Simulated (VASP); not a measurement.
A run of VASP 6.6.1 is set up as follows.

The input INCAR:

```
ALGO = Normal ; EDIFF = 1E-6
ENCUT = 600 ; GGA = PS
GGA_COMPAT = F ; ISIF = 2
ISMEAR = 0 ; LASPH = T
LCHARG = T ; LELF = T
LREAL = F ; LVHAR = T
LWAVE = F ; NBANDS = 36
NELM = 120 ; PREC = Accurate
SIGMA = 0.02
```

KPOINTS

```
k-points
0
Gamma
  6 6 2
```

File POSCAR:

```
AlGaN2
1.0
    3.1473313903      0.0000000000      0.0000000000
   -1.5736656952      2.7256689381      0.0000000000
    0.0000000000      0.0000000000     10.1841244432
Al Ga N
2 2 4
Direct
    0.3333333333      0.6666666667      0.0022851869
    0.6666666667      0.3333333333      0.2460252976
    0.3333333333      0.6666666667      0.4969300079
    0.6666666667      0.3333333333      0.7529150257
    0.3333333333      0.6666666667      0.1886591354
    0.3333333333      0.6666666667      0.6890925766
    0.6666666667      0.3333333333      0.4324347607
    0.6666666667      0.3333333333      0.9456580093
```

Potentials or basis: VASP PAW PBE potentials, release 64 (Al, Ga_d, N).

Run with:

```sh
$ cat potpaw_PBE.64/Al/POTCAR potpaw_PBE.64/Ga_d/POTCAR potpaw_PBE.64/N/POTCAR > POTCAR
$ mpirun -np 1 vasp_std > vasp.out
```

Task: Predict the pressure.

Result: -0.3 GPa.

Task: Estimate the largest force.

Result: 0.017 eV/Å.

Task: What does it give for the band gap on the k mesh?

Result: 2.72 eV.

Forces on the atoms (eV/Å):
```
Al   0.000  0.000  0.000
Al   0.000  0.000  0.001
Ga   0.000  0.000 -0.006
Ga   0.000  0.000 -0.010
N    0.000  0.000  0.000
N    0.000  0.000  0.007
N    0.000  0.000  0.017
N    0.000  0.000 -0.009
```

Caveat: the PAW data sets were made with another functional, which shifts forces and pressure a little.
